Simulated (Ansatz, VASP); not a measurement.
One calculation of Ag, two programs

INCAR

```
SYSTEM = Ag
PREC = Accurate
ENCUT = 520
EDIFF = 1E-6
ISMEAR = 0
SIGMA = 0.15
LREAL = .False.
LASPH = .True.
NELM = 60
ALGO = Normal
ISIF = 2
LWAVE = .False.
LCHARG = .True.
GGA = PS
LELF = .True.
LVHAR = .True.
NBANDS = 12
```

File KPOINTS:

```
Automatic mesh
0
Gamma
  20 20 20
  0 0 0
```

POSCAR

```
Ag
1.0
    0.0000000000      2.0431000000      2.0431000000
    2.0022380000      0.0000000000      2.0431000000
    2.0022380000      2.0431000000      0.0000000000
Ag
1
Direct
    0.0000000000      0.0000000000      0.0000000000
```

Input for Ansatz:

```yaml
crystal:
  lattice:
    - [0.0, 2.0431, 2.0431]
    - [2.002238, 0.0, 2.0431]
    - [2.002238, 2.0431, 0.0]
  atoms:
    - { symbol: Ag, position: [0.0, 0.0, 0.0] }
basis:
  ecutwfc: 420
kpoints:
  mp_grid: { grid: [20, 20, 20] }
hamiltonian:
  xc: pbesol
scf:
  occupations: { method: gaussian, width: 0.15 }
output:
  forces: true
  stress: true
  eigenvalues: true
```

Change from the starting cell: strain -0.0200 x Voigt [1, 0, 0, 0, 0, 0], atoms carried along.

Alike in both runs: task single point; functional PBEsol; k mesh 20 × 20 × 20; occupations gaussian, width 0.15 eV; no spin polarisation.

```csv
,VASP,Ansatz
version,VASP 6.6.1,Ansatz 0.2.0
potentials or method,"VASP PAW PBE potentials, release 64 (Ag), cutoff 520 eV","scalar-relativistic, plane waves, PAW"
valence electrons in the cell,11,19
```

```csv
,VASP,Ansatz,Ansatz less VASP
gap on the k mesh at the Fermi level (eV),none,none,-
pressure (GPa),-0.6,-0.4,+0.23
"traceless stress, the component that is largest in VASP (GPa)",0.51,0.52,+0.005
```

VASP's potentials were made for PBE, not for PBEsol. A gap of «none» marks a metal or a gap that the smearing closes. The functional is the same, so the differences come from potentials, cutoffs and numerics. VASP's potentials hold 11 valence electrons a cell and Ansatz's 19, so a difference there can come from the potentials and not from the codes.
